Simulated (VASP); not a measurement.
# Co12C in VASP: notebook

The runs below take Co12C through single point, with PBE.

Program: VASP 6.6.1. These are calculated values, not measurements. Logs are shortened: lines on timing, memory, paths and dates and some standing lists are left out, and cuts for length are marked.

**1. The cell of the first run**

The cell holds a slab with vacuum, 13 atoms: a = 4.988 Å, b = 4.988 Å, c = 23.033 Å, α = 90.00°, β = 90.00°, γ = 120.00°.

**2. Single point, PBE, collinear spin, ferromagnetic start**

File INCAR:

```
ALGO = Normal ; DIPOL = 0.5 0.5 0.465
EDIFF = 1E-7 ; ENCUT = 520
GGA = PE ; IDIPOL = 3
ISIF = 2 ; ISMEAR = 0
ISPIN = 2 ; LASPH = True
LCHARG = True ; LDIPOL = True
LELF = True ; LMAXMIX = 4
LORBIT = 11 ; LREAL = False
LVACPOTAV = True ; LVHAR = True
LWAVE = False ; MAGMOM = 2 2 2 2 1.97 1.97 1.97 1.97 2 2 2 2 2
NBANDS = 72 ; NELM = 150
PREC = Accurate ; SIGMA = 0.1
```

File KPOINTS:

```
k-points
0
Gamma
  6 6 1
```

File POSCAR:

```
Co12C
1.0
    4.9875371118      0.0000000000      0.0000000000
   -2.4937685559      4.3193338411      0.0000000000
    0.0000000000      0.0000000000     23.0330681187
Co C
12 1
Direct
    0.1666666667      0.3333333333      0.3690346400
    0.1666666667      0.8333333333      0.3690346400
    0.6666666667      0.3333333333      0.3690346400
    0.6666666667      0.8333333333      0.3690346400
    0.3330442549      0.1665221274      0.4541420084
    0.3333333333      0.6666666667      0.4523762551
    0.8334778726      0.1665221274      0.4541420084
    0.8334778726      0.6669557451      0.4541420084
    0.1708851562      0.3417703124      0.5430961360
    0.1708851562      0.8291148438      0.5430961360
    0.6666666667      0.3333333333      0.5389095273
    0.6582296876      0.8291148438      0.5430961360
    0.0000000000      0.0000000000      0.5862826468
```

Potentials or basis: VASP PAW PBE potentials, release 64 (Co, C).

Launch:

```
$ cat potpaw_PBE.64/Co/POTCAR potpaw_PBE.64/C/POTCAR > POTCAR
$ mpirun -np 1 vasp_std > vasp.out
```

OUTCAR:

```text
EDIFF = 1E-7
   ENCUT = 520
   GGA = PE
   ISIF = 2
   ISMEAR = 0
   ISPIN = 2
   LASPH = True
   LORBIT = 11
   LREAL = False
   NELM = 150
   PREC = Accurate

 ion  position               nearest neighbor table
   1  0.167  0.333  0.369-   6 2.40   5 2.43   7 2.43   4 2.49   2 2.49   2 2.49   4 2.49   3 2.49
                             3 2.49
   2  0.167  0.833  0.369-   6 2.40   5 2.43   8 2.43   3 2.49   1 2.49   1 2.49   3 2.49   4 2.49
                             4 2.49
   3  0.667  0.333  0.369-   8 2.43   7 2.43   5 2.43   4 2.49   2 2.49   4 2.49   2 2.49   1 2.49
                             1 2.49
   4  0.667  0.833  0.369-   6 2.40   7 2.43   8 2.43   3 2.49   1 2.49   3 2.49   1 2.49   2 2.49
                             2 2.49
   5  0.333  0.167  0.454-  11 2.43   2 2.43   1 2.43   3 2.43   8 2.49   7 2.49   6 2.49   6 2.49
                             8 2.50   7 2.50  10 2.51   9 2.51
   6  0.333  0.667  0.452-   2 2.40   1 2.40   4 2.40   5 2.49   8 2.49   7 2.49   7 2.49   5 2.49
                             8 2.49  10 2.52   9 2.52  12 2.52
   7  0.833  0.167  0.454-  11 2.43   4 2.43   1 2.43   3 2.43   8 2.49   5 2.49   6 2.49   6 2.49
                             8 2.50   5 2.50  12 2.51   9 2.51
   8  0.833  0.667  0.454-  11 2.43   4 2.43   2 2.43   3 2.43   7 2.49   5 2.49   6 2.49   6 2.49
                             7 2.50   5 2.50  10 2.51  12 2.51
   9  0.171  0.342  0.543-  13 1.78  12 2.43  10 2.43  11 2.50  11 2.50   7 2.51   5 2.51   6 2.52
                            10 2.56  12 2.56
  10  0.171  0.829  0.543-  13 1.78   9 2.43  12 2.43  11 2.50  11 2.50   5 2.51   8 2.51   6 2.52
                             9 2.56  12 2.56
  11  0.667  0.333  0.539-   8 2.43   7 2.43   5 2.43  12 2.50   9 2.50  10 2.50  10 2.50  12 2.50
                             9 2.50
  12  0.658  0.829  0.543-  13 1.78   9 2.43  10 2.43  11 2.50  11 2.50   7 2.51   8 2.51   6 2.52
                             9 2.56  10 2.56
  13  0.000  0.000  0.586-   9 1.78  10 1.78  12 1.78

  LATTYP: Found a hexagonal cell.
 ALAT       =     4.9875371118
 C/A-ratio  =     4.6181246580

  Lattice vectors:

 A1 = (   4.9875371118,   0.0000000000,   0.0000000000)
 A2 = (  -2.4937685559,   4.3193338411,   0.0000000000)
 A3 = (   0.0000000000,   0.0000000000,  23.0330681187)

Analysis of symmetry for initial positions (statically):
=====================================================================
 Subroutine PRICEL returns:
 Original cell was already a primitive cell.

 Routine SETGRP: Setting up the symmetry group for a
 hexagonal supercell.

 Subroutine GETGRP returns: Found  6 space group operations
 (whereof  6 operations were pure point group operations)
 out of a pool of 24 trial point group operations.

The static configuration has the point symmetry C_3v.

Analysis of symmetry for dynamics (positions and initial velocities):
=====================================================================
 Subroutine PRICEL returns:
 Original cell was already a primitive cell.

 Routine SETGRP: Setting up the symmetry group for a
 hexagonal supercell.

 Subroutine GETGRP returns: Found  6 space group operations
 (whereof  6 operations were pure point group operations)
 out of a pool of 24 trial point group operations.

The dynamic configuration has the point symmetry C_3v.

Analysis of structural, dynamic, and magnetic symmetry:
=====================================================================
 Subroutine PRICEL returns:
 Original cell was already a primitive cell.

 Routine SETGRP: Setting up the symmetry group for a
 hexagonal supercell.

 Subroutine GETGRP returns: Found  6 space group operations
 (whereof  6 operations were pure point group operations)
 out of a pool of 24 trial point group operations.

The overall configuration has the point symmetry C_3v.

 Subroutine INISYM returns: Found  6 space group operations
 (whereof  6 operations are pure point group operations),
 and found     1 'primitive' translations

----------------------------------------------------------------------------------------

                                     Primitive cell

  volume of cell :     496.1977

  direct lattice vectors                    reciprocal lattice vectors
     4.987537112  0.000000000  0.000000000     0.200499761  0.115758591  0.000000000
    -2.493768556  4.319333841  0.000000000     0.000000000  0.231517182  0.000000000
[... 101 lines left out ...]
   NUPDOWN=      -1.0000    fix difference up-down
   EMIN   =  10.00;   EMAX   =-10.00  energy-range for DOS
   EFERMI =   0.00;   METHOD = LEGACY
   ISMEAR =     0;   SIGMA  =   0.10  broadening in eV -4-tet -1-fermi 0-gaus
   EFERMI_NEDOS =   21; number of points for ismear=-14 and -15
   IALGO  =     38    algorithm
   IMIX   =      4    mixing-type and parameters
     AMIX     =   0.40;   BMIX     =  1.00
     AMIX_MAG =   1.60;   BMIX_MAG =  1.00
  volume/ion in A,a.u.               =      38.17       257.58
  Fermi-wavevector in a.u.,A,eV,Ry     =   0.996772  1.883626 13.518135  0.993555
  Thomas-Fermi vector in A             =   2.128883
   LORBIT       =     11    0 simple, 1 ext, 2 COOP (PROOUT), +10 PAW based schemes
   GGA     = PE    functional components
   LHFCALC =     F    Hartree Fock is set to
   AEXX    =    0.0000 exact exchange contribution
   IVDW    =     0    specifies the selected vdW correction
   LEPSILON=     F    determine dielectric tensor
   LRPA    =     F    only Hartree local field effects (RPA)
 spin polarized calculation
 Gauss-broadening in eV      SIGMA  =   0.10
  energy-cutoff  :      520.00
  volume of cell :      496.20
 maximum number of plane-waves:     13374
 NGX is ok and might be reduce to    40
   NGX = 19   NGY = 19   NGZ = 85

 dipolmoment           0.000000      0.000000     -0.015432 electrons x Angstroem

 number of electron     111.9999975 magnetization      18.3799643

 dipolmoment           0.000000      0.000000      0.072200 electrons x Angstroem

 Free energy of the ion-electron system (eV)
  ---------------------------------------------------
  ext. energy  EPLUGINS =         0.00000000
  ---------------------------------------------------
  free energy    TOTEN  =       -86.79805343 eV

  energy without entropy =      -86.73543291  energy(sigma->0) =      -86.76674317

 E-fermi :  -0.9352     XC(G=0):  -4.4828

 val. band max:       -0.9404030735   @ k =   0.3333   0.0000   0.0000
 cond. band min:      -0.9181347970   @ k =   0.1667   0.1667   0.0000
 fundamental gap:      0.0222682765
 Fermi energy:        -0.9351725478

 spin component 1

 k-point     1 :       0.0000    0.0000    0.0000
  band No.  band energies     occupation
      1     -12.0590      1.00000
      2      -8.9464      1.00000
      3      -6.7757      1.00000
      4      -6.0495      1.00000
      5      -6.0495      1.00000
      6      -5.9769      1.00000
[... 486 lines left out ...]
     67      -0.8592      0.14144
     68      -0.3698      0.00000
 Fermi energy:        -0.9351725478

 spin component 2

 k-point     1 :       0.0000    0.0000    0.0000
  band No.  band energies     occupation
      1     -12.1501      1.00000
      2      -8.9242      1.00000
      3      -6.5707      1.00000
      4      -5.3793      1.00000
      5      -5.3793      1.00000
      6      -5.2521      1.00000
[... 486 lines left out ...]
     67       0.3513      0.00000
     68       0.5895      0.00000
 [bands above 68 left out]

------------------------ aborting loop because EDIFF is reached ----------------------------------------

  FORCE on cell =-STRESS in cart. coord.  units (eV):
  Direction    XX          YY          ZZ          XY          YZ          ZX
  --------------------------------------------------------------------------------------
  -------------------------------------------------------------------------------------
  Total       -3.7195430     -3.7195430     -0.4371792      0.0000000      0.0000000      0.0000000
  in kB      -12.0100678    -12.0100678     -1.4116120      0.0000000      0.0000000      0.0000000
  external PRESSURE =      -8.4772492 kB  Pullay stress =       0.0000000 kB

 VOLUME and BASIS-vectors are now :
 -----------------------------------------------------------------------------
  energy-cutoff  :      520.00
  volume of cell :      496.20
      direct lattice vectors                 reciprocal lattice vectors
     4.987537112  0.000000000  0.000000000     0.200499761  0.115758591  0.000000000
    -2.493768556  4.319333841  0.000000000     0.000000000  0.231517182  0.000000000
     0.000000000  0.000000000 23.033068119     0.000000000  0.000000000  0.043415840

 POSITION                                       TOTAL-FORCE (eV/Angst)
 -----------------------------------------------------------------------------------
      0.00000      1.43978      8.50000         0.000000     -0.008465      0.014375
     -1.24688      3.59944      8.50000        -0.007331      0.004232      0.014375
      2.49377      1.43978      8.50000         0.000000     -0.000000      0.096495
      1.24688      3.59944      8.50000         0.007331      0.004232      0.014375
      1.24580      0.71926     10.46028         0.001809      0.001044      0.000860
     -0.00000      2.87956     10.41961         0.000000     -0.000000     -0.016072
      3.74173      0.71926     10.46028        -0.001809      0.001044      0.000860
      2.49377      2.88080     10.46028         0.000000     -0.002089      0.000860
      0.00000      1.47622     12.50917         0.000000      0.077694     -0.069872
     -1.21532      3.58122     12.50917         0.067285     -0.038847     -0.069872
      2.49377      1.43978     12.41274         0.000000     -0.000000     -0.022491
      1.21532      3.58122     12.50917        -0.067285     -0.038847     -0.069872
      0.00000      0.00000     13.50389         0.000000     -0.000000      0.105977
 -----------------------------------------------------------------------------------
    total drift:                                0.000000      0.000000      0.000762

  FREE ENERGIE OF THE ION-ELECTRON SYSTEM (eV)
  ---------------------------------------------------
  free  energy   TOTEN  =       -86.7980534347 eV

  energy  without entropy=      -86.7354329130  energy(sigma->0) =      -86.76674317

 vacuum level on the upper side and lower side of the slab         4.615         4.008

 total charge

# of ion       s       p       d       tot
------------------------------------------
    1        0.486   0.413   7.246   8.145
    2        0.486   0.413   7.246   8.145
    3        0.482   0.409   7.245   8.136
    4        0.486   0.413   7.246   8.145
    5        0.488   0.531   7.262   8.281
    6        0.494   0.527   7.271   8.292
    7        0.488   0.531   7.262   8.281
    8        0.488   0.531   7.262   8.281
    9        0.506   0.552   7.363   8.421
   10        0.506   0.552   7.363   8.421
   11        0.472   0.404   7.223   8.098
   12        0.506   0.552   7.363   8.421
   13        0.960   1.372   0.000   2.332
--------------------------------------------------
tot          6.847   7.199  87.355 101.401

 magnetization (x)

# of ion       s       p       d       tot
------------------------------------------
    1       -0.011  -0.046   1.766   1.710
    2       -0.011  -0.046   1.766   1.710
    3       -0.010  -0.046   1.779   1.723
    4       -0.011  -0.046   1.766   1.710
    5       -0.014  -0.049   1.790   1.728
    6       -0.007  -0.042   1.714   1.664
    7       -0.014  -0.049   1.790   1.728
    8       -0.014  -0.049   1.790   1.728
    9       -0.008  -0.034   1.083   1.041
   10       -0.008  -0.034   1.083   1.041
   11       -0.001  -0.018   1.883   1.864
   12       -0.008  -0.034   1.083   1.041
   13       -0.003  -0.101   0.000  -0.104
--------------------------------------------------
tot         -0.119  -0.594  19.296  18.583
```

It took 24 min on 1 thread of Intel Xeon 6975P-C (Granite Rapids), shared host; peak memory 1 GiB.

Results:

```yaml
Free_energy: -86.7981 eV
Largest_force: 0.106 eV/Å
Net_moment: 18.38 μB per cell
Site_moments: Co +1.71, +1.72, +1.73, +1.66, +1.04, +1.86 (each value once); C -0.10 μB
Valence_electrons_inside_the_program's_atomic_spheres: Co 8.14, 8.28, 8.29, 8.42, 8.10 (each value once); C 2.33
```

Forces in eV/Å, atoms in the order of the input:
```
Co   0.000 -0.008  0.014
Co  -0.007  0.004  0.014
Co   0.000  0.000  0.096
Co   0.007  0.004  0.014
Co   0.002  0.001  0.001
Co   0.000  0.000 -0.016
Co  -0.002  0.001  0.001
Co   0.000 -0.002  0.001
Co   0.000  0.078 -0.070
Co   0.067 -0.039 -0.070
Co   0.000  0.000 -0.022
Co  -0.067 -0.039 -0.070
C    0.000  0.000  0.106
```

**3. Single point, PBE, collinear spin, ferromagnetic start**

File INCAR:

```
SYSTEM = Co12C
PREC     = Accurate       ! precision mode
ENCUT    = 520            ! plane-wave cutoff, eV
EDIFF    = 1E-7           ! SCF threshold, eV
ISMEAR   = 0              ! smearing method
SIGMA    = 0.1            ! smearing width, eV
LREAL    = .FALSE.        ! projectors in reciprocal space
LASPH    = .TRUE.         ! aspherical terms in the spheres
NELM     = 150            ! most SCF steps
ALGO     = Normal         ! electronic algorithm
ISIF     = 2              ! what is computed and relaxed
LWAVE    = .FALSE.        ! write WAVECAR
LCHARG   = .TRUE.         ! write CHGCAR
ISPIN    = 2              ! spin polarisation
MAGMOM   = 2 2 2 2 1.97 1.97 1.97 1.97 2 2 2 2 2 ! initial moments
LORBIT   = 11             ! projections on sites
LMAXMIX  = 4              ! l up to which the mixer works
LDIPOL   = .TRUE.       
IDIPOL   = 3            
DIPOL    = 0.5 0.5 0.467
GGA      = PE             ! functional
LELF     = .TRUE.         ! ELF
LVHAR    = .TRUE.       
LVACPOTAV= .TRUE.       
NBANDS   = 72             ! bands
```

File KPOINTS:

```
regular mesh
0
G
  6 6 1
  0 0 0
```

File POSCAR:

```
Co12C
1.0
    4.9875371118      0.0000000000      0.0000000000
   -2.4937685559      4.3193338411      0.0000000000
    0.0000000000      0.0000000000     23.0330681187
Co C
12 1
Direct
    0.1666666667      0.3333333333      0.3690346400
    0.1666666667      0.8333333333      0.3690346400
    0.6666666667      0.3333333333      0.3690346400
    0.6666666667      0.8333333333      0.3690346400
    0.3332139744      0.1667860256      0.4544589149
    0.3332139744      0.6664279487      0.4544589149
    0.8335720513      0.1667860256      0.4544589149
    0.8333333333      0.6666666667      0.4533927586
    0.1666666667      0.3333333333      0.5468080713
    0.1675294145      0.8337647073      0.5396232471
    0.6662352927      0.3324705855      0.5396232471
    0.6662352927      0.8337647073      0.5396232471
    0.1666666667      0.3333333333      0.6155392013
```

Potentials or basis: VASP PAW PBE potentials, release 64 (Co, C).

Launch:

```
$ cat potpaw_PBE.64/Co/POTCAR potpaw_PBE.64/C/POTCAR > POTCAR
$ mpirun -np 1 vasp_std > vasp.out
```

Run time: 73 min. Hardware: 1 thread of Oxide Virtual Turin-like, shared host; peak memory 0.97 GiB.

It converged, with:

```yaml
Free_energy: -84.9255 eV
Largest_force: 0.611 eV/Å
Net_moment: 18.79 μB per cell
Site_moments: Co +1.72, +1.71, +1.68, +1.70, +0.32, +1.75 (each value once); C -0.13 μB
Valence_electrons_inside_the_program's_atomic_spheres: Co 8.13, 8.14, 8.29, 8.31, 8.75, 8.12 (each value once); C 2.21
```

Forces in eV/Å, atoms in the order of the input:
```
Co   0.000  0.000 -0.055
Co   0.018  0.011  0.057
Co   0.000 -0.021  0.057
Co  -0.018  0.011  0.057
Co  -0.007  0.004  0.001
Co   0.000 -0.008  0.001
Co   0.007  0.004  0.001
Co   0.000  0.000  0.014
Co   0.000  0.000 -0.611
Co   0.004  0.002 -0.019
Co   0.000 -0.004 -0.019
Co  -0.004  0.002 -0.019
C    0.000  0.000  0.535
```

Levels at points of the mesh, in eV from the Fermi level:
Spin up:
| k point | band 63 | band 64 | band 65 | band 66 | band 67 | band 68 |
| --- | --- | --- | --- | --- | --- | --- |
| (0.00, 0.00, 0.00) | -0.35 | -0.35 | 0.34 | 0.34 | 0.59 | 1.03 |
| (0.50, 0.00, 0.00) | -0.77 | -0.65 | -0.62 | 0.73 | 0.89 | 0.98 |
Spin down:
```csv
k point,band 44,band 45,band 46,band 47,band 48,band 49,band 50,band 51
"(0.00, 0.00, 0.00)",0.09,0.15,0.15,0.46,0.46,0.59,0.59,0.69
"(0.50, 0.00, 0.00)",-0.33,-0.22,-0.21,0.03,0.03,0.14,0.21,0.25
```
